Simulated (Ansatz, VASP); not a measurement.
Zr3SnSe: VASP beside Ansatz

File INCAR:

```
ALGO = Normal ; EDIFF = 1E-7
ENCUT = 520 ; GGA = PE
ISIF = 2 ; ISMEAR = 0
ISPIN = 2 ; LASPH = True
LCHARG = False ; LMAXMIX = 4
LORBIT = 11 ; LREAL = False
LWAVE = False ; MAGMOM = 1 1 1 0 0
NBANDS = 40 ; NELM = 150
PREC = Accurate ; SIGMA = 0.1
```

The input KPOINTS:

```
k-points
0
Gamma
  4 4 4
```

Contents of POSCAR:

```
Zr3SnSe
1.0
    5.5116187508      0.0000000000      0.0000000000
    0.0000000000      5.5116187508      0.0000000000
    0.0000000000      0.0000000000      4.9488416450
Zr Sn Se
3 1 1
Direct
    0.5000000000      0.5000000000      0.0000000000
    0.0000000000      0.5000000000      0.5000000000
    0.5000000000      0.0000000000      0.5000000000
    0.0000000000      0.0000000000      0.5000000000
    0.5000000000      0.5000000000      0.5000000000
```

Input for Ansatz:

```yaml
crystal:
  lattice:
    - [5.5116187508, 0.0, 0.0]
    - [0.0, 5.5116187508, 0.0]
    - [0.0, 0.0, 4.948841645]
  atoms:
    - { symbol: Zr, position: [0.5, 0.5, 0.0], spin: 1.0 }
    - { symbol: Zr, position: [0.0, 0.5, 0.5], spin: 1.0 }
    - { symbol: Zr, position: [0.5, 0.0, 0.5], spin: 1.0 }
    - { symbol: Sn, position: [0.0, 0.0, 0.5] }
    - { symbol: Se, position: [0.5, 0.5, 0.5] }
basis:
  ecutwfc: 420
kpoints:
  mp_grid: { grid: [4, 4, 4] }
hamiltonian:
  xc: pbe
scf:
  occupations: { method: gaussian, width: 0.1 }
  lower_state_search: "off"
output:
  forces: true
  stress: true
  eigenvalues: true
  populations: true
magnetization:
  spin_polarized: true
```

Alike in both runs: task single point; functional PBE; k mesh 4 × 4 × 4; occupations gaussian, width 0.1 eV; collinear spin.

|  | VASP | Ansatz |
| --- | --- | --- |
| version | VASP 6.6.1 | Ansatz 0.2.0 |
| potentials or method | VASP PAW PBE potentials, release 64 (Zr_sv, Sn_d, Se), cutoff 520 eV | scalar-relativistic, plane waves, PAW |
| valence electrons in the cell | 56 | 66 |

Ansatz gave:

* gap on the k mesh at the Fermi level (eV): none
* pressure (GPa): 0.0
* net moment per atom (μB): 0.07
* size of the moment on the site where the two differ most (μB): 0.10

Question: Which values does VASP return?

Answer: gap on the k mesh at the Fermi level (eV): none; pressure (GPa): 0.1; net moment per atom (μB): 0.07; size of the moment on the site where the two differ most (μB): 0.13.

Site moments also hang on the region over which each program counts them. A gap of «none» marks a metal or a gap that the smearing closes. The functional is the same, so the differences come from potentials, cutoffs and numerics. VASP's potentials hold 56 valence electrons a cell and Ansatz's 66, so a difference there can come from the potentials and not from the codes.
